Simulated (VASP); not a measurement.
Wanted: the native input for a VASP 6.6.1 run.

```yaml
Task: single point
Functional: PBE
Potentials_or_basis: VASP PAW PBE potentials, release 64 (Sc_sv, Al, N)
Cutoff: 520 eV
k_mesh: 6 × 6 × 2
Occupations: gaussian, width 0.1 eV
Spin: collinear spin, ferromagnetic start
Starting_moments: "[0.0, 0.0, 0.0, 1.0, 1.0, 1.0] μB"
Dipole_correction: no
Further_INCAR_settings: ALGO = Normal; EDIFF = 1e-06; NBANDS = 29
```

The structure of ScAl2N3 lies in POSCAR:

```
ScAl2N3
1.0
    4.1930647355      0.0000000000      0.0000000000
   -2.0965323678      3.6313005807      0.0000000000
    0.0000000000      0.0000000000      8.4643782214
Sc Al N
1 2 3
Direct
    0.0000000000      0.0000000000      0.5000000000
    0.0000000000      0.0000000000      0.8437569869
    0.0000000000      0.0000000000      0.1562430131
    0.5000000000      0.0000000000      0.5000000000
    0.0000000000      0.5000000000      0.5000000000
    0.5000000000      0.5000000000      0.5000000000
```

The cell was built from a structure type or drawn by symmetry, and may not be a known phase.

These files were run (other wordings do the same):

INCAR

```
SYSTEM = ScAl2N3
  ALGO = Normal
  EDIFF = 1E-6
  ENCUT = 520
  GGA = PE
  ISIF = 2
  ISMEAR = 0
  ISPIN = 2
  LASPH = .TRUE.
  LCHARG = .TRUE.
  LELF = .TRUE.
  LMAXMIX = 4
  LORBIT = 11
  LREAL = .FALSE.
  LVHAR = .TRUE.
  LWAVE = .FALSE.
  MAGMOM = 0 0 0 1 1 1
  NBANDS = 29
  NELM = 150
  PREC = Accurate
  SIGMA = 0.1
```

KPOINTS

```
k-points
0
G
  6 6 2
  0 0 0
```

Potentials or basis: VASP PAW PBE potentials, release 64 (Sc_sv, Al, N).

The run is started by

```console
$ cat potpaw_PBE.64/Sc_sv/POTCAR potpaw_PBE.64/Al/POTCAR potpaw_PBE.64/N/POTCAR > POTCAR
$ mpirun -np 1 vasp_std > vasp.out
```

It gave:

```yaml
Pressure: 1.2 GPa
Largest_force: 0.049 eV/Å
Net_moment: 1.48 μB per cell
Site_moments: Sc +0.04; Al +0.01; N +0.32 μB
Valence_electrons_inside_the_program's_atomic_spheres: Sc 9.90; Al 0.75; N 3.46
```

Caveat: the k points lie up to 0.37 Å⁻¹ apart.

It took 4.1 min on 1 thread of Intel Xeon 8259CL, on a shared host, peak memory 0.34 GiB.
